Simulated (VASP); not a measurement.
Wanted: the native input for a VASP 6.6.1 run.

```
Task                   : single point
Functional             : PBEsol
Potentials or basis    : VASP PAW PBE potentials, release 64 (Al, Cu)
Cutoff                 : 520 eV
k mesh                 : 18 × 18 × 6
Occupations            : gaussian, width 0.15 eV
Spin                   : no spin polarisation
Dipole correction      : no
Further INCAR settings : ALGO = Fast; EDIFF = 1e-07; NBANDS = 18
```

The structure of Al3Cu lies in POSCAR:

```
Al3Cu
1.0
    2.8839211227      0.0000000000      0.0000000000
    0.0000000000      2.6754448969      0.0000000000
    0.0000000000      0.0000000000      7.6029571177
Al Cu
3 1
Direct
    0.0000000000      0.0000000000      0.5000000000
    0.5000000000      0.5000000000      0.2206884206
    0.5000000000      0.5000000000      0.7793115794
    0.0000000000      0.0000000000      0.0000000000
```

This cell differs from its parent crystal: strain +0.0375 x Voigt [1, -1, 0, 0, 0, 0].

One way to write it, as run:

INCAR

```
ALGO     = Fast           # electronic algorithm
EDIFF    = 1E-7           # SCF threshold, eV
ENCUT    = 520            # plane-wave cutoff, eV
GGA      = PS             # functional
ISIF     = 2              # what is computed and relaxed
ISMEAR   = 0              # smearing method
LASPH    = T              # aspherical terms in the spheres
LCHARG   = T              # write CHGCAR
LELF     = T              # ELF
LREAL    = F              # projectors in reciprocal space
LVHAR    = T            
LWAVE    = F              # write WAVECAR
NBANDS   = 18             # bands
NELM     = 60             # most SCF steps
PREC     = Accurate       # precision mode
SIGMA    = 0.15           # smearing width, eV
```

KPOINTS

```
k-points
0
Gamma
  18 18 6
```

Potentials or basis: VASP PAW PBE potentials, release 64 (Al, Cu).

Launch:

```console
$ cat potpaw_PBE.64/Al/POTCAR potpaw_PBE.64/Cu/POTCAR > POTCAR
$ mpirun -np 1 vasp_std > vasp.out
```

It gave:

```yaml
Pressure: 0.9 GPa
Largest_force: 0.044 eV/Å
Band_gap_on_the_k_mesh: zero (bands 10 and 11 overlap by 6.42 eV)
```

Caveat: the cell differs from its parent crystal (strain +0.0375 x Voigt [1, -1, 0, 0, 0, 0]); the PAW data sets were made with another functional, which shifts forces and pressure a little.

Wall time 15 min on 1 thread of Intel Xeon 8259CL, with other jobs on the host, peak memory 0.49 GiB.
